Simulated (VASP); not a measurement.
Write the native input for VASP 6.6.1 that does the following.

- Task: single point
- Functional: LDA
- Potentials or basis: VASP PAW LDA potentials, release 64 (Co)
- Cutoff: 600 eV
- k mesh: 6 × 6 × 6
- Occupations: fermi-dirac, width 0.15 eV
- Spin: collinear spin, ferromagnetic start
- Starting moments: [1.8, 1.8, 1.8, 1.8, 1.8, 1.8] μB
- Dipole correction: no
- Further INCAR settings: ALGO = Normal; EDIFF = 1e-06; NBANDS = 40

The structure of Co lies in POSCAR:

```
Co
1.0
    0.0000000000      3.2597106974      3.2597106974
    3.2597106974      0.0000000000      3.2597106974
    3.2597106974      3.2597106974      0.0000000000
Co
6
Direct
    0.2500000000      0.2500000000      0.2500000000
    0.0000000000      0.0000000000      0.0000000000
    0.6250000000      0.6250000000      0.1250000000
    0.6250000000      0.1250000000      0.6250000000
    0.1250000000      0.6250000000      0.6250000000
    0.6250000000      0.6250000000      0.6250000000
```

This isn't the form of Co at room conditions, which is hcp.

The input as run:

INCAR

```
PREC = Accurate
ENCUT = 600
EDIFF = 1E-6
ISMEAR = -1
SIGMA = 0.15
LREAL = False
LASPH = True
NELM = 200
ALGO = Normal
ISIF = 2
LWAVE = False
LCHARG = True
ISPIN = 2
MAGMOM = 1.8 1.8 1.8 1.8 1.8 1.8
LORBIT = 11
LMAXMIX = 4
LELF = True
LVHAR = True
NBANDS = 40
GGA_COMPAT = False
```

KPOINTS

```
regular mesh
0
Gamma
  6 6 6
```

Potentials or basis: VASP PAW LDA potentials, release 64 (Co).

Command:

```console
$ cat potpaw_LDA.64/Co/POTCAR > POTCAR
$ mpirun -np 1 vasp_std > vasp.out
```

Results of the run:

```json
{"Pressure": "-18.6 GPa", "Net moment": "9.36 μB per cell", "Site moments": "Co +1.71, +1.50 (each value once) μB", "Valence electrons inside the program's atomic spheres": "Co 7.96, 8.38 (each value once)"}
```

Caveat: the cell stands under tension.

Run time: 2 min on 1 thread of AMD EPYC 9R45 96-Core Processor (Zen 5) (shared host), peak memory 0.21 GiB.
